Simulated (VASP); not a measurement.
Here is a VASP 6.6.1 calculation.

The input INCAR:

```
SYSTEM = BaS
PREC = Accurate
ENCUT = 520
EDIFF = 1E-8
ISMEAR = -1
SIGMA = 0.01
LREAL = .False.
LASPH = .True.
NELM = 80
ALGO = Normal
ISIF = 2
LWAVE = .False.
LCHARG = .False.
GGA = CA
LEFG = .True.
NBANDS = 15
```

KPOINTS

```
regular mesh
0
Gamma
  7 7 7
  0 0 0
```

File POSCAR:

```
BaS
1.0
    0.0000000000      3.1937500000      3.2256875000
    3.1937500000      0.0000000000      3.2256875000
    3.1937500000      3.1937500000      0.0000000000
Ba S
1 1
Direct
    0.0000000000      0.0000000000      0.0000000000
    0.5000000000      0.5000000000      0.5000000000
```

Potentials or basis: VASP PAW LDA potentials, release 64 (Ba_sv, S).

Command:

```sh
$ cat potpaw_LDA.64/Ba_sv/POTCAR potpaw_LDA.64/S/POTCAR > POTCAR
$ mpirun -np 1 vasp_std > vasp.out
```

(1) What does it give for the pressure?

(2) Predict the band gap on the k mesh.

Results:

(1) -2.2 GPa.

(2) 1.97 eV, indirect (least direct gap 2.12 eV).

Caveat: the cell differs from its parent crystal (zz strain of +1 %); without QUAD_EFG the Cq values of the log hold for a quadrupole moment of 1 mb, not for the nuclei; spin-orbit coupling is left out, which moves the levels of the heavy elements.
